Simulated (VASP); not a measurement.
# Al32Ga (a cell with a defect) in VASP: single point with PBE

Aim: the single point of Al32Ga (a cell with a defect) with PBE.

Program: VASP 6.6.1. These are calculated values, not measurements. Logs are shortened: lines on timing, memory, paths and dates and some standing lists are left out, and cuts for length are marked.

### 1 The cell of the first run

The cell holds a defect, 33 atoms: a = 8.100 Å, b = 8.100 Å, c = 8.100 Å, α = 90.00°, β = 90.00°, γ = 90.00°.

### 2 Single point, PBE

The input, INCAR:

```
SYSTEM = Al32Ga
ALGO = Normal
EDIFF = 1E-6
ENCUT = 520
GGA = PE
ISIF = 2
ISMEAR = -1
LASPH = .True.
LCHARG = .False.
LREAL = Auto
LWAVE = .False.
NBANDS = 76
NELM = 60
PREC = Accurate
SIGMA = 0.05
```

The input, KPOINTS:

```
k-points
0
Gamma
  2 2 2
  0 0 0
```

The input, POSCAR:

```
Al32Ga
1.0
    8.1000000000      0.0000000000      0.0000000000
    0.0000000000      8.1000000000      0.0000000000
    0.0000000000      0.0000000000      8.1000000000
Al Ga
32 1
Direct
    0.4952962963      0.0451234568     -0.0278024691
    0.7594691358      0.2372345679     -0.0540493827
    0.7832098765      0.0005555556      0.2235679012
    0.0104444444     -0.0249629630     -0.0488888889
    0.2570370370      0.2946666667     -0.0367530864
    0.5247654321      0.4870000000     -0.1052962963
    0.7461851852      0.7442469136     -0.0181604938
    0.2696049383      0.0429135802      0.1957777778
    0.5522592593      0.2326419753      0.2434074074
    0.8015308642      0.5253086420      0.2139259259
    0.4931851852     -0.0064197531      0.4498024691
    0.7594444444      0.2871975309      0.4838888889
    0.7560864198     -0.0111481481      0.7143086420
    0.0065432099      0.5743209877     -0.0248518519
    0.2639629630      0.7471234568     -0.0105185185
    0.0119012346      0.2169506173      0.2190864198
    0.1594814815      0.4854567901      0.2293827160
    0.5136049383      0.8300987654      0.1804691358
    0.0224074074      0.0045802469      0.4490493827
    0.2463086420      0.2186419753      0.5038148148
    0.4911481481      0.4933827160      0.4990864198
    0.7719135802      0.7544691358      0.4815555556
    0.2521728395     -0.0132962963      0.7247530864
    0.5180493827      0.2299876543      0.6913580247
    0.8043086420      0.5160370370      0.7238765432
    0.0055432099      0.7820740741      0.2373209877
    0.0120493827      0.5225432099      0.5039876543
    0.2830000000      0.7617654321      0.4720740741
    0.0070617284      0.2273703704      0.7050000000
    0.2482345679      0.5182962963      0.7159629630
    0.5181851852      0.7763456790      0.7175802469
    0.0224691358      0.7820987654      0.7155679012
    0.4656419753      0.5207777778      0.1943333333
```

Potentials or basis: VASP PAW PBE potentials, release 64 (Al, Ga_d).

Started as:

```console
$ cat potpaw_PBE.64/Al/POTCAR potpaw_PBE.64/Ga_d/POTCAR > POTCAR
$ mpirun -np 1 vasp_std > vasp.out
```

OUTCAR:

```text
SYSTEM = Al32Ga
   EDIFF = 1E-6
   ENCUT = 520
   GGA = PE
   ISIF = 2
   ISMEAR = -1
   LASPH = .True.
   LREAL = Auto
   NELM = 60
   PREC = Accurate

 ion  position               nearest neighbor table
   1  0.495  0.045  0.972-  18 2.43   8 2.57   2 2.65   9 2.71  24 2.73   5 2.80  23 2.85  31 3.00
                            13 3.01  15 3.06   3 3.12   7 3.17
   2  0.759  0.237  0.946-   1 2.65  13 2.75  29 2.80   6 2.81  24 2.84  25 2.91   9 2.94   4 2.94
                             3 2.96  16 3.02  10 3.21
   3  0.783  0.001  0.224-  26 2.53  16 2.55  18 2.61   9 2.66  19 2.66   7 2.87   4 2.88  22 2.89
                             2 2.96  11 2.98   1 3.12  12 3.14
   4  0.010  0.975  0.951-  32 2.47  23 2.68  15 2.78  26 2.80  13 2.82   7 2.85  29 2.86   3 2.88
                            16 2.92   8 2.94   2 2.94  14 3.25   5 3.27
   5  0.257  0.295  0.963-  30 2.70   6 2.73  17 2.77   8 2.78   1 2.80  16 2.94  29 2.96  14 3.04
                            24 3.10  33 3.12  23 3.16   4 3.27   9 3.33
   6  0.525  0.487  0.895-  33 2.49  24 2.66  25 2.66  30 2.68   5 2.73  31 2.75   2 2.81   7 2.84
                            15 3.08  21 3.22
   7  0.746  0.744  0.982-  14 2.52  18 2.57  10 2.62  25 2.83   6 2.84  31 2.84   4 2.85   3 2.87
                            13 2.94  26 2.96  32 3.12   1 3.17
   8  0.270  0.043  0.196-  16 2.53   1 2.57  18 2.63  11 2.77   5 2.78   9 2.78  20 2.88  19 2.88
                            15 2.92   4 2.94  26 3.03  28 3.19
   9  0.552  0.233  0.243-  33 2.47  11 2.60  12 2.61   3 2.66   1 2.71   8 2.78   2 2.94  21 3.00
[... 34 lines left out ...]
                            28 2.95   7 2.96  27 3.01   8 3.03
  27  0.012  0.523  0.504-  25 2.45  17 2.54  30 2.57  22 2.71  32 2.71  12 2.80  29 2.89  10 2.90
                            28 2.94  26 3.01  20 3.11
  28  0.283  0.762  0.472-  11 2.54  23 2.75  31 2.76  21 2.76  30 2.81  19 2.89  32 2.89  27 2.94
                            26 2.95  18 3.06  17 3.14   8 3.19
  29  0.007  0.227  0.705-  20 2.53  12 2.73  19 2.75  23 2.79   2 2.80  13 2.81   4 2.86  25 2.86
                            27 2.89   5 2.96  30 3.06
  30  0.248  0.518  0.716-  27 2.57  21 2.65   6 2.68   5 2.70  28 2.81  32 2.81  15 2.89  14 2.91
                            20 2.97  31 3.02  29 3.06  24 3.20
  31  0.518  0.776  0.718-  13 2.58  23 2.75   6 2.75  28 2.76  11 2.80  22 2.81   7 2.84  21 2.90
                             1 3.00  15 3.02  30 3.02  25 3.13
  32  0.022  0.782  0.716-   4 2.47  23 2.49  14 2.70  27 2.71  13 2.73  22 2.79  25 2.79  19 2.81
                            30 2.81  28 2.89  15 2.97   7 3.12
  33  0.466  0.521  0.194-   9 2.47  21 2.49   6 2.49  17 2.51  18 2.54  10 2.73  15 2.96   5 3.12

  LATTYP: Found a simple cubic cell.
 ALAT       =     8.1000000000

  Lattice vectors:

 A1 = (   8.1000000000,   0.0000000000,   0.0000000000)
 A2 = (   0.0000000000,   8.1000000000,   0.0000000000)
 A3 = (   0.0000000000,   0.0000000000,   8.1000000000)

Analysis of symmetry for initial positions (statically):
=====================================================================
 Subroutine PRICEL returns:
 Original cell was already a primitive cell.

 Routine SETGRP: Setting up the symmetry group for a
 simple cubic supercell.

 Subroutine GETGRP returns: Found  1 space group operations
 (whereof  1 operations were pure point group operations)
 out of a pool of 48 trial point group operations.

The static configuration has the point symmetry C_1 .

Analysis of symmetry for dynamics (positions and initial velocities):
=====================================================================
 Subroutine PRICEL returns:
 Original cell was already a primitive cell.

 Routine SETGRP: Setting up the symmetry group for a
 simple cubic supercell.

 Subroutine GETGRP returns: Found  1 space group operations
 (whereof  1 operations were pure point group operations)
 out of a pool of 48 trial point group operations.

The dynamic configuration has the point symmetry C_1 .

 Subroutine INISYM returns: Found  1 space group operations
 (whereof  1 operations are pure point group operations),
 and found     1 'primitive' translations

----------------------------------------------------------------------------------------

                                     Primitive cell

  volume of cell :     531.4410

  direct lattice vectors                    reciprocal lattice vectors
     8.100000000  0.000000000  0.000000000     0.123456790  0.000000000  0.000000000
     0.000000000  8.100000000  0.000000000     0.000000000  0.123456790  0.000000000
[... 81 lines left out ...]
 Grid dimensions read from file:
 generate k-points for:    2    2    2

 Generating k-lattice:

  Cartesian coordinates                     Fractional coordinates (reciprocal lattice)
     0.061728395  0.000000000  0.000000000     0.500000000  0.000000000  0.000000000
     0.000000000  0.061728395  0.000000000     0.000000000  0.500000000  0.000000000
     0.000000000  0.000000000  0.061728395     0.000000000  0.000000000  0.500000000

  Length of vectors
     0.061728395  0.061728395  0.061728395

  Shift w.r.t. Gamma in fractional coordinates (k-lattice)
     0.000000000  0.000000000  0.000000000

 Subroutine IBZKPT returns following result:
 ===========================================

 Found      8 irreducible k-points:

 Following reciprocal coordinates:
            Coordinates               Weight
  0.000000  0.000000  0.000000      1.000000
  0.500000  0.000000  0.000000      1.000000
  0.000000  0.500000  0.000000      1.000000
  0.000000  0.000000  0.500000      1.000000
  0.500000  0.500000  0.000000      1.000000
  0.000000  0.500000  0.500000      1.000000
  0.500000  0.000000  0.500000      1.000000
  0.500000  0.500000  0.500000      1.000000
   k-points           NKPTS =      8   k-points in BZ     NKDIM =      8   number of bands    NBANDS=     76
   number of dos      NEDOS =    301   number of ions     NIONS =     33
   total plane-waves  NPLWV = 216000
   dimension x,y,z NGX =    60 NGY =   60 NGZ =   60
   dimension x,y,z NGXF=   120 NGYF=  120 NGZF=  120
   ions per type =              32   1
   NGX,Y,Z   is equivalent  to a cutoff of  12.31, 12.31, 12.31 a.u.
   NGXF,Y,Z  is equivalent  to a cutoff of  24.63, 24.63, 24.63 a.u.
 SYSTEM =  Al32Ga
   PREC   = accura    normal or accurate (medium, high low for compatibility)
   ISTART =      0    job   : 0-new  1-cont  2-samecut
   ICHARG =      2    charge: 1-file 2-atom 10-const
   ISPIN  =      1    spin polarized calculation?
   LNONCOLLINEAR =      F non collinear calculations
   LSORBIT =      F    spin-orbit coupling
   LASPH  =      T    aspherical Exc in radial PAW
   ENCUT  =  520.0 eV  38.22 Ry    6.18 a.u.  15.06 15.06 15.06*2*pi/ulx,y,z
   NELM   =     60;   NELMIN=  2; NELMDL= -5     # of ELM steps
   EDIFF  = 0.1E-05   stopping-criterion for ELM
   LREAL  =      T    real-space projection
   EDIFFG = 0.1E-04   stopping-criterion for IOM
   NSW    =      0    number of steps for IOM
   IBRION =     -1    ionic relax: 0-MD 1-quasi-New 2-CG
   NFREE  =      0    steps in history (QN), initial steepest desc. (CG)
   ISIF   =      2    stress and relaxation
   ISYM   =      2    0-nonsym 1-usesym 2-fastsym
   POTIM  = 0.5000    time-step for ionic-motion
   TEBEG  =    0.0;   TEEND  =   0.0 temperature during run
   PSTRESS=    0.0 pullay stress
   NELECT =     109.0000    total number of electrons
   NUPDOWN=      -1.0000    fix difference up-down
   EMIN   =  10.00;   EMAX   =-10.00  energy-range for DOS
   EFERMI =   0.00;   METHOD = LEGACY
   ISMEAR =    -1;   SIGMA  =   0.05  broadening in eV -4-tet -1-fermi 0-gaus
   EFERMI_NEDOS =   21; number of points for ismear=-14 and -15
   IALGO  =     38    algorithm
   IMIX   =      4    mixing-type and parameters
     AMIX     =   0.40;   BMIX     =  1.00
     AMIX_MAG =   1.60;   BMIX_MAG =  1.00
  volume/ion in A,a.u.               =      16.10       108.68
  Fermi-wavevector in a.u.,A,eV,Ry     =   0.965455  1.824445 12.682033  0.932103
  Thomas-Fermi vector in A             =   2.095173
   LORBIT       =      0    0 simple, 1 ext, 2 COOP (PROOUT), +10 PAW based schemes
   GGA     = PE    functional components
   LHFCALC =     F    Hartree Fock is set to
   AEXX    =    0.0000 exact exchange contribution
   IVDW    =     0    specifies the selected vdW correction
   LEPSILON=     F    determine dielectric tensor
   LRPA    =     F    only Hartree local field effects (RPA)
 non-spin polarized calculation
  energy-cutoff  :      520.00
  volume of cell :      531.44
 maximum number of plane-waves:     14400
   NGX = 31   NGY = 31   NGZ = 31

 number of electron     108.9999996 magnetization

 Free energy of the ion-electron system (eV)
  ---------------------------------------------------
  ext. energy  EPLUGINS =         0.00000000
  ---------------------------------------------------
  free energy    TOTEN  =      -117.60579458 eV

  energy without entropy =     -117.55033544  energy(sigma->0) =     -117.57806501

 E-fermi :   7.9537     XC(G=0): -10.2991

 val. band max:        7.9105146158   @ k =   0.0000   0.0000   0.5000
 cond. band min:       7.9814277688   @ k =   0.0000   0.5000   0.0000
 fundamental gap:      0.0709131530
 Fermi energy:         7.9537228242

 k-point     1 :       0.0000    0.0000    0.0000
  band No.  band energies     occupation
      1      -6.9690      2.00000
      2      -6.9498      2.00000
      3      -6.8967      2.00000
      4      -6.8845      2.00000
      5      -6.8794      2.00000
      6      -3.2323      2.00000
[... 541 lines left out ...]
     65      10.8771      0.00000
     66      10.9187      0.00000
 [bands above 66 left out]

------------------------ aborting loop because EDIFF is reached ----------------------------------------

  FORCE on cell =-STRESS in cart. coord.  units (eV):
  Direction    XX          YY          ZZ          XY          YZ          ZX
  --------------------------------------------------------------------------------------
  -------------------------------------------------------------------------------------
  Total       28.1180778     22.7498610     25.7022290      1.3933254     -0.6738153     -1.9839269
  in kB       84.7697990     68.5858103     77.4865480      4.2005685     -2.0314043     -5.9811018
  external PRESSURE =      76.9473858 kB  Pullay stress =       0.0000000 kB

 VOLUME and BASIS-vectors are now :
 -----------------------------------------------------------------------------
  energy-cutoff  :      520.00
  volume of cell :      531.44
      direct lattice vectors                 reciprocal lattice vectors
     8.100000000  0.000000000  0.000000000     0.123456790  0.000000000  0.000000000
     0.000000000  8.100000000  0.000000000     0.000000000  0.123456790  0.000000000
     0.000000000  0.000000000  8.100000000     0.000000000  0.000000000  0.123456790

 POSITION                                       TOTAL-FORCE (eV/Angst)
 -----------------------------------------------------------------------------------
      4.01190      0.36550      7.87480         0.177791      0.262972     -1.634436
      6.15170      1.92160      7.66220         0.656174      0.397481      0.385799
      6.34400      0.00450      1.81090        -0.855907      0.298117     -0.138073
      0.08460      7.89780      7.70400        -0.251414      1.204645      1.184274
      2.08200      2.38680      7.80230        -0.346903     -0.388911     -0.077521
      4.25060      3.94470      7.24710         0.147503      0.210619     -0.131121
[... 25 lines left out ...]
      0.18200      6.33500      5.79610        -0.542327     -1.178420     -0.946503
      3.77170      4.21830      1.57410        -0.128837      0.661434     -0.349497
 -----------------------------------------------------------------------------------
    total drift:                               -0.017484      0.001452      0.012284

  FREE ENERGIE OF THE ION-ELECTRON SYSTEM (eV)
  ---------------------------------------------------
  free  energy   TOTEN  =      -117.6057945795 eV

  energy  without entropy=     -117.5503354425  energy(sigma->0) =     -117.57806501
```

Run time: 10 min. Hardware: 1 thread of Intel Xeon Platinum 8488C (Sapphire Rapids), shared host; peak memory 0.57 GiB.

Results:

| Property | Result |
| --- | --- |
| Free energy | -117.6058 eV |
| Pressure | 7.7 GPa |
| Largest force | 1.969 eV/Å |
| Band gap on the k mesh | zero (an odd number of electrons rules out a gap without spin polarisation) |

Forces on the atoms (eV/Å):
```
Al   0.178  0.263 -1.634
Al   0.656  0.397  0.386
Al  -0.856  0.298 -0.138
Al  -0.251  1.205  1.184
Al  -0.347 -0.389 -0.078
Al   0.148  0.211 -0.131
Al  -0.258  0.899 -0.870
Al  -0.377 -0.569  0.414
Al  -0.170  0.046 -0.441
Al  -0.489 -1.048  0.820
Al   0.901  0.326  0.838
Al   0.600 -0.548 -0.298
Al   0.237  0.602 -0.126
Al   0.129 -1.278 -1.061
Al   0.719  0.272 -0.299
Al  -0.899  0.842 -0.744
Al   0.788  0.399  0.476
Al   0.042 -1.282  1.365
Al  -0.427 -0.338  1.348
Al   0.879  1.409 -1.057
Al   0.523  0.297  0.465
Al  -0.658 -0.045 -0.311
Al   1.104  0.573  0.410
Al  -0.311 -0.179  0.404
Al  -1.161 -0.183  0.704
Al   1.019 -0.766 -0.370
Al   0.430 -0.254 -1.050
Al  -0.886 -0.483 -0.484
Al  -0.304  0.489  0.989
Al   0.003 -0.107  0.393
Al  -0.290 -0.544  0.191
Al  -0.542 -1.178 -0.947
Ga  -0.129  0.661 -0.349
```

Caveat: the k points lie up to 0.39 Å⁻¹ apart, too coarse for converged energies and pressures of a metal.

The gap in the log of VASP goes by the Fermi energy; the results here count the filled bands.